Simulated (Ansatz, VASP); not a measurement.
**One calculation of RePb, two programs**

```xyz
2
Lattice="3.3737 0.0000 0.0000 0.0000 3.3737 0.0000 0.0000 0.0000 3.3737" Properties=species:S:1:pos:R:3 pbc="T T T"
Re    0.0000    0.0000    0.0000
Pb    1.6868    1.6868    1.6868
```

Alike in both runs: functional PBE; k mesh 6 × 6 × 6; occupations gaussian, width 0.1 eV; no spin polarisation.

Ansatz relaxed the structure, and its values are those at the end. VASP's run is a single point on that final structure, the one shown.

|  | VASP | Ansatz |
| --- | --- | --- |
| version | VASP 6.6.1 | Ansatz 0.2.0 |
| potentials or method | VASP PAW PBE potentials, release 64 (Re, Pb_d), cutoff 520 eV | scalar-relativistic, plane waves, PAW |
| valence electrons in the cell | 21 | 29 |

Ansatz gave:

```
gap on the k mesh at the Fermi level (eV) : none
pressure (GPa)                            : -0.3
```

Task: What did VASP give for the same quantities?

Result: gap on the k mesh at the Fermi level (eV): none; pressure (GPa): -0.4.

A gap of «none» marks a metal or a gap that the smearing closes. With one functional, cell and mesh, what is left measures potentials, basis and numerics. VASP's potentials hold 21 valence electrons a cell and Ansatz's 29, so a difference there can come from the potentials and not from the codes.

Neither program's run includes spin-orbit coupling.
